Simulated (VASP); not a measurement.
Write the native input for VASP 6.6.1 that does the following.

* Task: single point
* Functional: PBE
* Potentials or basis: VASP PAW PBE potentials, release 64 (Ag, Cl)
* Cutoff: 520 eV
* k mesh: 8 × 8 × 8
* Occupations: gaussian, width 0.05 eV
* Spin: no spin polarisation
* Dipole correction: no
* Further INCAR settings: ALGO = Normal; EDIFF = 1e-06; NBANDS = 16

The structure of AgCl lies in POSCAR:

```
AgCl
1.0
    0.0000000000      2.7311020407      2.8060228508
    2.7311020407      0.0000000000      2.8060228508
    2.7311020407      2.7311020407      0.0000000000
Ag Cl
1 1
Direct
    0.4850320454      0.5149679546      0.5149679546
    0.0455448893     -0.0455448893     -0.0455448893
```

One way to write it, as run:

INCAR

```
PREC = Accurate ; ENCUT = 520
EDIFF = 1E-6 ; ISMEAR = 0
SIGMA = 0.05 ; LREAL = False
LASPH = True ; NELM = 100
ALGO = Normal ; ISIF = 2
LWAVE = False ; LCHARG = True
GGA = PE ; LELF = True
LVHAR = True ; NBANDS = 16
```

KPOINTS

```
regular mesh
0
Gamma
  8 8 8
```

Potentials or basis: VASP PAW PBE potentials, release 64 (Ag, Cl).

Run with:

```sh
$ cat potpaw_PBE.64/Ag/POTCAR potpaw_PBE.64/Cl/POTCAR > POTCAR
$ mpirun -np 1 vasp_std > vasp.out
```

It gave:

```json
{
 "Pressure": "5.0 GPa",
 "Largest force": "0.924 eV/Å",
 "Band gap on the k mesh": "0.98 eV, indirect (least direct gap 2.17 eV)"
}
```

Run time: 25 s on 1 thread of Intel(R) Xeon(R) 6975P-C (Granite Rapids) (shared host), peak memory 0.21 GiB.
